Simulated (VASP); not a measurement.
# SiC (Moissanite) (P6_3mc) in VASP: further runs

SiC (Moissanite) is run at these levels: PBE; tasks: single point.

Everything below comes from runs of VASP 6.6.1. Logs are shortened: lines on timing, memory, paths and dates and some standing lists are left out, and cuts for length are marked.

## (1) The cell of the first run

Symmetry: P6_3mc, No. 186, hexagonal system. Conventional cell: a = 3.096 Å, b = 3.096 Å, c = 5.081 Å, α = 90.00°, β = 90.00°, γ = 120.00°. Within 2.5 Å of Si (site symmetry 3m) lie 4 C at 1.90 to 1.91 Å. C (site symmetry 3m) has 4 Si at 1.90 to 1.91 Å within 2.5 Å.

## (2) Single point, PBE (volume scaled by 1.02, then relaxed in part)

The input, INCAR:

```
SYSTEM = SiC
PREC = Accurate
ENCUT = 520
EDIFF = 1E-7
ISMEAR = -1
SIGMA = 0.02
LREAL = .FALSE.
LASPH = .TRUE.
NELM = 80
ALGO = Normal
ISIF = 2
LWAVE = .FALSE.
LCHARG = .FALSE.
GGA = PE
NBANDS = 16
```

The input, KPOINTS:

```
regular mesh
0
G
  16 16 9
  0 0 0
```

The input, POSCAR:

```
SiC
1.0
    3.0963714546      0.0000000000      0.0000000000
   -1.5481857273      2.6815363392      0.0000000000
    0.0000000000      0.0000000000      5.0814314379
Si C
2 2
Direct
    0.3333333333      0.6666666667      0.0044955126
    0.6666666667      0.3333333333      0.5044955126
    0.3333333333      0.6666666667      0.3805044874
    0.6666666667      0.3333333333      0.8805044874
```

Potentials or basis: VASP PAW PBE potentials, release 64 (Si, C).

Command:

```
$ cat potpaw_PBE.64/Si/POTCAR potpaw_PBE.64/C/POTCAR > POTCAR
$ mpirun -np 1 vasp_std > vasp.out
```

OUTCAR:

```text
SYSTEM = SiC
   PREC = Accurate
   ENCUT = 520
   EDIFF = 1E-7
   ISMEAR = -1
   LREAL = .FALSE.
   LASPH = .TRUE.
   NELM = 80
   ISIF = 2
   GGA = PE

 ion  position               nearest neighbor table
   1  0.333  0.667  0.004-   4 1.90   4 1.90   4 1.90   3 1.91   2 3.11   2 3.11   2 3.11   2 3.11
                             2 3.11   2 3.11
   2  0.667  0.333  0.504-   3 1.90   3 1.90   3 1.90   4 1.91   1 3.11   1 3.11   1 3.11   1 3.11
                             1 3.11   1 3.11
   3  0.333  0.667  0.381-   2 1.90   2 1.90   2 1.90   1 1.91
   4  0.667  0.333  0.881-   1 1.90   1 1.90   1 1.90   2 1.91

  LATTYP: Found a hexagonal cell.
 ALAT       =     3.0963714546
 C/A-ratio  =     1.6410923277

  Lattice vectors:

 A1 = (   3.0963714546,   0.0000000000,   0.0000000000)
 A2 = (  -1.5481857273,   2.6815363392,   0.0000000000)
 A3 = (   0.0000000000,   0.0000000000,   5.0814314379)

Analysis of symmetry for initial positions (statically):
=====================================================================
 Subroutine PRICEL returns:
 Original cell was already a primitive cell.

 Routine SETGRP: Setting up the symmetry group for a
 hexagonal supercell.

 Subroutine GETGRP returns: Found 12 space group operations
 (whereof  6 operations were pure point group operations)
 out of a pool of 24 trial point group operations.

The static configuration has the point symmetry C_3v.
 The point group associated with its full space group is C_6v.

Analysis of symmetry for dynamics (positions and initial velocities):
=====================================================================
 Subroutine PRICEL returns:
 Original cell was already a primitive cell.

 Routine SETGRP: Setting up the symmetry group for a
 hexagonal supercell.

 Subroutine GETGRP returns: Found 12 space group operations
 (whereof  6 operations were pure point group operations)
 out of a pool of 24 trial point group operations.

The dynamic configuration has the point symmetry C_3v.
 The point group associated with its full space group is C_6v.

 Subroutine INISYM returns: Found 12 space group operations
 (whereof  6 operations are pure point group operations),
[... 89 lines left out ...]
   NGXF,Y,Z  is equivalent  to a cutoff of  25.77, 25.77, 26.17 a.u.
 SYSTEM =  SiC
   PREC   = accura    normal or accurate (medium, high low for compatibility)
   ISTART =      0    job   : 0-new  1-cont  2-samecut
   ICHARG =      2    charge: 1-file 2-atom 10-const
   ISPIN  =      1    spin polarized calculation?
   LNONCOLLINEAR =      F non collinear calculations
   LSORBIT =      F    spin-orbit coupling
   LASPH  =      T    aspherical Exc in radial PAW
   ENCUT  =  520.0 eV  38.22 Ry    6.18 a.u.   5.76  5.76  9.45*2*pi/ulx,y,z
   NELM   =     80;   NELMIN=  2; NELMDL= -5     # of ELM steps
   EDIFF  = 0.1E-06   stopping-criterion for ELM
   LREAL  =      F    real-space projection
   EDIFFG = 0.1E-05   stopping-criterion for IOM
   NSW    =      0    number of steps for IOM
   IBRION =     -1    ionic relax: 0-MD 1-quasi-New 2-CG
   NFREE  =      0    steps in history (QN), initial steepest desc. (CG)
   ISIF   =      2    stress and relaxation
   ISYM   =      2    0-nonsym 1-usesym 2-fastsym
   POTIM  = 0.5000    time-step for ionic-motion
   TEBEG  =    0.0;   TEEND  =   0.0 temperature during run
   PSTRESS=    0.0 pullay stress
   NELECT =      16.0000    total number of electrons
   NUPDOWN=      -1.0000    fix difference up-down
   EMIN   =  10.00;   EMAX   =-10.00  energy-range for DOS
   EFERMI =   0.00;   METHOD = LEGACY
   ISMEAR =    -1;   SIGMA  =   0.02  broadening in eV -4-tet -1-fermi 0-gaus
   EFERMI_NEDOS =   21; number of points for ismear=-14 and -15
   IALGO  =     38    algorithm
   IMIX   =      4    mixing-type and parameters
     AMIX     =   0.40;   BMIX     =  1.00
     AMIX_MAG =   1.60;   BMIX_MAG =  1.00
  volume/ion in A,a.u.               =      10.55        71.18
  Fermi-wavevector in a.u.,A,eV,Ry     =   1.184970  2.239268 19.104662  1.404153
  Thomas-Fermi vector in A             =   2.321173
   LORBIT       =      0    0 simple, 1 ext, 2 COOP (PROOUT), +10 PAW based schemes
   GGA     = PE    functional components
   LHFCALC =     F    Hartree Fock is set to
   AEXX    =    0.0000 exact exchange contribution
   IVDW    =     0    specifies the selected vdW correction
   LEPSILON=     F    determine dielectric tensor
   LRPA    =     F    only Hartree local field effects (RPA)
 non-spin polarized calculation
  energy-cutoff  :      520.00
  volume of cell :       42.19
 maximum number of plane-waves:      1154
 NGX is ok and might be reduce to    24
   NGX = 11   NGY = 11   NGZ = 19

 number of electron      16.0000001 magnetization

 Free energy of the ion-electron system (eV)
  ---------------------------------------------------
  ext. energy  EPLUGINS =         0.00000000
  ---------------------------------------------------
  free energy    TOTEN  =       -30.10976146 eV

  energy without entropy =      -30.10976146  energy(sigma->0) =      -30.10976146

 E-fermi :   8.4467     XC(G=0): -11.2640

 val. band max:        8.0335952739   @ k =   0.0000   0.0000   0.0000
 cond. band min:      10.4111766477   @ k =   0.3125   0.3125   0.0000
 fundamental gap:      2.3775813738
 Fermi energy:         8.4466723624

 k-point     1 :       0.0000    0.0000    0.0000
  band No.  band energies     occupation
      1      -7.3756      2.00000
      2      -3.8833      2.00000
      3      -0.5451      2.00000
      4       6.7270      2.00000
      5       6.7270      2.00000
      6       7.9312      2.00000
[... 433 lines left out ...]
      3       0.8456      2.00000
      4       2.2803      2.00000
      5       2.8292      2.00000
      6       3.9850      2.00000
[... 8 lines left out ...]
     15      18.4118      0.00000
     16      19.2635      0.00000

 [... further k-points ...]
[... 5 lines left out ...]
  --------------------------------------------------------------------------------------
  -------------------------------------------------------------------------------------
  Total       -0.2461361     -0.2461361     -0.2556862      0.0000000      0.0000000     -0.0000000
  in kB       -9.3468021     -9.3468021     -9.7094580      0.0000000      0.0000000     -0.0000000
  external PRESSURE =      -9.4676874 kB  Pullay stress =       0.0000000 kB

 VOLUME and BASIS-vectors are now :
 -----------------------------------------------------------------------------
  energy-cutoff  :      520.00
  volume of cell :       42.19
      direct lattice vectors                 reciprocal lattice vectors
     3.096371455  0.000000000  0.000000000     0.322958668  0.186460274  0.000000000
    -1.548185727  2.681536339  0.000000000     0.000000000  0.372920548  0.000000000
     0.000000000  0.000000000  5.081431438     0.000000000  0.000000000  0.196794941

 POSITION                                       TOTAL-FORCE (eV/Angst)
 -----------------------------------------------------------------------------------
     -0.00000      1.78769      0.02284         0.000000     -0.000000      0.014291
      1.54819      0.89385      2.56356        -0.000000      0.000000      0.014291
     -0.00000      1.78769      1.93351        -0.000000      0.000000     -0.014291
      1.54819      0.89385      4.47422         0.000000     -0.000000     -0.014291
 -----------------------------------------------------------------------------------
    total drift:                               -0.000000      0.000000      0.000517

  FREE ENERGIE OF THE ION-ELECTRON SYSTEM (eV)
  ---------------------------------------------------
  free  energy   TOTEN  =       -30.1097614589 eV

  energy  without entropy=      -30.1097614589  energy(sigma->0) =      -30.10976146
```

OSZICAR:

```text
N       E                     dE             d eps       ncg     rms          rms(c)
DAV:   1     0.252050594184E+02    0.25205E+02   -0.71384E+03  4800   0.895E+02
DAV:   2    -0.311923551755E+02   -0.56397E+02   -0.51134E+02  6968   0.157E+02
DAV:   3    -0.337071976017E+02   -0.25148E+01   -0.25051E+01  6224   0.302E+01
DAV:   4    -0.337258806320E+02   -0.18683E-01   -0.18680E-01  5960   0.323E+00
DAV:   5    -0.337260683544E+02   -0.18772E-03   -0.18771E-03  6192   0.305E-01    0.122E+01
DAV:   6    -0.301857627709E+02    0.35403E+01   -0.64218E+00  6008   0.155E+01    0.546E+00
DAV:   7    -0.301272180383E+02    0.58545E-01   -0.10663E+00  6904   0.600E+00    0.244E+00
DAV:   8    -0.301109340069E+02    0.16284E-01   -0.45046E-02  5504   0.137E+00    0.615E-01
DAV:   9    -0.301094075645E+02    0.15264E-02   -0.74184E-03  6304   0.582E-01    0.124E-01
DAV:  10    -0.301097322161E+02   -0.32465E-03   -0.10464E-03  5736   0.186E-01    0.578E-02
DAV:  11    -0.301097597621E+02   -0.27546E-04   -0.10156E-04  5728   0.709E-02    0.137E-02
DAV:  12    -0.301097608693E+02   -0.11071E-05   -0.70101E-06  6432   0.168E-02    0.410E-03
DAV:  13    -0.301097614493E+02   -0.57998E-06   -0.50344E-07  5984   0.465E-03    0.243E-03
DAV:  14    -0.301097614589E+02   -0.96702E-08   -0.35804E-08  3896   0.124E-03
   1 F= -.30109761E+02 E0= -.30109761E+02  d E =-.147938E-11
```

It took 55 s on 1 thread of AMD EPYC 9R45 (Zen 5), shared host; peak memory 0.18 GiB.

Results:

- Free energy: -30.1098 eV
- Pressure: -0.9 GPa
- Largest force: 0.014 eV/Å
- Band gap on the k mesh: 2.38 eV, indirect (least direct gap 3.93 eV)

Forces on the atoms (eV/Å):
```
Si   0.000  0.000  0.014
Si   0.000  0.000  0.014
C    0.000  0.000 -0.014
C    0.000  0.000 -0.014
```

Levels at points of the mesh, in eV from the valence-band top:
```tsv
k point	band 5	band 6	band 7	band 8	band 9	band 10	band 11	band 12
(0.00, 0.00, 0.00)	-1.31	-0.10	0.00	0.00	4.64	6.00	6.55	6.55
(0.50, 0.00, 0.00)	-5.35	-3.28	-3.22	-1.19	2.75	4.21	6.73	7.06
```

 A k mesh can miss the band edges.

## (3) Single point, PBE (z stretched by +2 %, then relaxed in part)

The input, INCAR:

```
  PREC = Accurate
  ENCUT = 520
  EDIFF = 1E-6
  ISMEAR = -1
  SIGMA = 0.02
  LREAL = F
  LASPH = T
  NELM = 80
  ALGO = Normal
  ISIF = 2
  LWAVE = F
  LCHARG = F
  GGA = PE
  NBANDS = 16
```

The input, KPOINTS:

```
regular mesh
0
Gamma
  16 16 9
```

The input, POSCAR:

```
SiC
1.0
    3.0760000000      0.0000000000      0.0000000000
   -1.5380000000      2.6638941420      0.0000000000
    0.0000000000      0.0000000000      5.1489600000
Si C
2 2
Direct
    0.3333333333      0.6666666667      0.0054982434
    0.6666666667      0.3333333333      0.5054982434
    0.3333333333      0.6666666667      0.3795017566
    0.6666666667      0.3333333333      0.8795017566
```

Potentials or basis: VASP PAW PBE potentials, release 64 (Si, C).

Command:

```
$ cat potpaw_PBE.64/Si/POTCAR potpaw_PBE.64/C/POTCAR > POTCAR
$ mpirun -np 1 vasp_std > vasp.out
```

Wall time 49 s (1 thread of AMD EPYC 9R45 (Zen 5), shared host); peak memory 0.18 GiB.

The run converged. Its results:

```yaml
Free_energy: -30.0932 eV
Pressure: -0.9 GPa
Band_gap_on_the_k_mesh: 2.23 eV, indirect (least direct gap 4.09 eV)
```

Forces on the atoms (eV/Å):
```
Si   0.000  0.000 -0.002
Si   0.000  0.000 -0.002
C    0.000  0.000  0.002
C    0.000  0.000  0.002
```

Stress tensor (GPa, compression positive):
```
 2.35  0.00  0.00
 0.00  2.35  0.00
 0.00  0.00 -7.25
```

Levels at points of the mesh, in eV from the valence-band top:
| k point | band 6 | band 7 | band 8 | band 9 | band 10 | band 11 |
| --- | --- | --- | --- | --- | --- | --- |
| (0.00, 0.00, 0.00) | -0.29 | 0.00 | 0.00 | 4.91 | 5.61 | 6.66 |
| (0.50, 0.00, 0.00) | -3.29 | -3.21 | -1.24 | 2.85 | 4.02 | 6.68 |

Caveat: the cell differs from its parent crystal (z stretched by +2 %, then relaxed in part). A k mesh can miss the band edges.
